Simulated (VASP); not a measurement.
## Zn3Sb4O6F6: electric field gradients with r2SCAN

Crystal: Zn3Sb4O6F6.

```
Zn Sb O F
1.0
    -4.06455    4.06455    4.06455
     4.06455   -4.06455    4.06455
     4.06455    4.06455   -4.06455
Zn Sb O F
3 4 6 6
Cartesian
  4.0645 0.0000 0.0000
  0.0000 4.0645 0.0000
  0.0000 0.0000 4.0645
  -1.3264 1.3264 1.3264
  1.3264 1.3264 -1.3264
  1.3264 -1.3264 1.3264
  2.7381 2.7381 2.7381
  6.0871 0.0000 0.0000
  0.0000 2.0420 0.0000
  2.0420 0.0000 0.0000
  0.0000 6.0871 0.0000
  0.0000 0.0000 2.0420
  0.0000 0.0000 6.0871
  4.0645 0.0000 2.0323
  0.0000 4.0645 2.0323
  2.0323 4.0645 0.0000
  2.0323 0.0000 4.0645
  0.0000 2.0323 4.0645
  4.0645 2.0323 0.0000
```

| Item | Value |
| --- | --- |
| Program | VASP 6.6.1 |
| Task | electric field gradients |
| Functional | r2SCAN |
| Potentials or basis | VASP PAW PBE potentials, release 64 (Zn, Sb, O, F) |
| Cutoff | 520 eV |
| k mesh | 4 × 4 × 4 |
| Occupations | fermi-dirac, width 0.02 eV |
| Spin | no spin polarisation |
| Dipole correction | no |
| Further INCAR settings | LREAL = Auto; ALGO = Normal; EDIFF = 1e-08; NBANDS = 82 |

- Pressure: 0.2 GPa
- Largest force: 0.521 eV/Å
- Band gap on the k mesh: 3.23 eV (least direct gap 3.28 eV)
- Largest electric field gradient by atom: Zn -33.2; Sb -374.2; O +97.9; F +75.4 V/Å²

Forces in eV/Å, atoms in the order of the input:
```
Zn   0.000  0.000  0.000
Zn   0.000  0.000  0.000
Zn   0.000  0.000  0.000
Sb   0.301 -0.301 -0.301
Sb  -0.301 -0.301  0.301
Sb  -0.301  0.301 -0.301
Sb   0.301  0.301  0.301
O    0.198  0.000  0.000
O    0.000 -0.198  0.000
O   -0.198  0.000  0.000
O    0.000  0.198  0.000
O    0.000  0.000 -0.198
O    0.000  0.000  0.198
F    0.000  0.000  0.000
F    0.000  0.000  0.000
F    0.000  0.000  0.000
F    0.000  0.000  0.000
F    0.000  0.000  0.000
F    0.000  0.000  0.000
```

Levels at points of the mesh, in eV from the valence-band top:
| k point | band 64 | band 65 | band 66 | band 67 | band 68 | band 69 | band 70 | band 71 |
| --- | --- | --- | --- | --- | --- | --- | --- | --- |
| (0.00, 0.00, 0.00) | -0.65 | -0.15 | 0.00 | 0.00 | 4.53 | 4.53 | 5.20 | 5.20 |
| (0.50, 0.00, 0.00) | -0.68 | -0.60 | -0.56 | -0.25 | 4.17 | 4.45 | 4.82 | 5.14 |
| (0.50, 0.50, 0.50) | -0.50 | -0.50 | -0.05 | -0.05 | 3.23 | 3.23 | 5.53 | 5.68 |

Electric field gradients, principal values (V/Å²):
| atom | least | middle | greatest (by size) |
| --- | --- | --- | --- |
| 1 Zn | 16.572 | 16.588 | -33.159 |
| 2 Zn | 16.572 | 16.588 | -33.159 |
| 3 Zn | 16.572 | 16.588 | -33.159 |
| 4 Sb | 187.092 | 187.092 | -374.184 |
| 5 Sb | 187.092 | 187.092 | -374.184 |
| 6 Sb | 187.092 | 187.092 | -374.184 |
| 7 Sb | 187.092 | 187.092 | -374.184 |
| 8 O | -11.886 | -86.042 | 97.927 |
| 9 O | -11.886 | -86.043 | 97.928 |
| 10 O | -11.886 | -86.043 | 97.928 |
| 11 O | -11.886 | -86.042 | 97.927 |
| 12 O | -11.886 | -86.043 | 97.928 |
| 13 O | -11.886 | -86.042 | 97.927 |
| 14 F | -37.690 | -37.696 | 75.386 |
| 15 F | -37.690 | -37.696 | 75.386 |
| 16 F | -37.690 | -37.696 | 75.386 |
| 17 F | -37.690 | -37.696 | 75.386 |
| 18 F | -37.690 | -37.696 | 75.386 |
| 19 F | -37.690 | -37.696 | 75.386 |

Run time: 24 min on 1 thread of Intel(R) Xeon(R) Platinum 8488C (Sapphire Rapids), with other jobs on the host, peak memory 0.51 GiB.

Caveat: without QUAD_EFG the Cq values of the log hold for a quadrupole moment of 1 mb, not for the nuclei; the PAW data sets were made with another functional, which shifts forces and pressure a little; spin-orbit coupling is left out, which moves the levels of the heavy elements. A k mesh can miss the band edges.
